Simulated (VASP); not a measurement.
Set up this calculation in VASP 6.6.1, as the native input.

| Quantity | Value |
| --- | --- |
| Task | relaxation of volume and atoms at fixed shape |
| Functional | PBE |
| Potentials or basis | VASP PAW PBE potentials, release 64 (Pb_d, S) |
| Cutoff | 500 eV |
| k mesh | 2 × 2 × 2 |
| Occupations | gaussian, width 0.1 eV |
| Spin | no spin polarisation |
| Dipole correction | no |
| Further INCAR settings | ALGO = Normal; EDIFF = 1e-07; IBRION = 2; EDIFFG = -0.01; NSW = 50; ISIF = 8 |

The structure of PbS lies in POSCAR:

```
PbS
1.0
    3.6536590000      0.0000000000      0.0000000000
    0.0000000000      3.6536590000      0.0000000000
    0.0000000000      0.0000000000      3.6536590000
Pb S
1 1
Direct
    0.0000000000      0.0000000000      0.0000000000
    0.5000000000      0.5000000000      0.5000000000
```

These files were run (other wordings do the same):

INCAR

```
ALGO = Normal ; EDIFF = 1E-7
EDIFFG = -0.01 ; ENCUT = 500
GGA = PE ; GGA_COMPAT = False
IBRION = 2 ; ISIF = 8
ISMEAR = 0 ; LASPH = True
LCHARG = False ; LREAL = False
LWAVE = False ; NELM = 120
NELMIN = 4 ; NSW = 50
PREC = Accurate ; SIGMA = 0.1
```

KPOINTS

```
k-points
0
Gamma
  2 2 2
```

Potentials or basis: VASP PAW PBE potentials, release 64 (Pb_d, S).

Run with:

```console
$ cat potpaw_PBE.64/Pb_d/POTCAR potpaw_PBE.64/S/POTCAR > POTCAR
$ mpirun -np 1 vasp_std > vasp.out
```

It gave:

The relaxed volume is 22.19 Å³/atom and the relaxed cell is a = 3.540 Å, b = 3.540 Å, c = 3.540 Å, α = 90.00°, β = 90.00°, γ = 90.00°. The space group after relaxing (to 0.05 Å) is Pm-3m (No. 221). The energy gained by relaxing is 34.5 meV/atom. The ionic steps are 2. The pressure after relaxing is 0.1 GPa and the band gap on the k mesh is zero (band 10 reaches 7.35 eV, above the bottom of band 11 at 6.47 eV).

Caveat: the k points lie up to 0.89 Å⁻¹ apart in the final cell; spin-orbit coupling is left out, which moves the levels of the heavy elements.

Run time: 11 s on 1 thread of Intel(R) Xeon(R) Platinum 8488C (Sapphire Rapids), with other jobs on the host, peak memory 0.15 GiB.
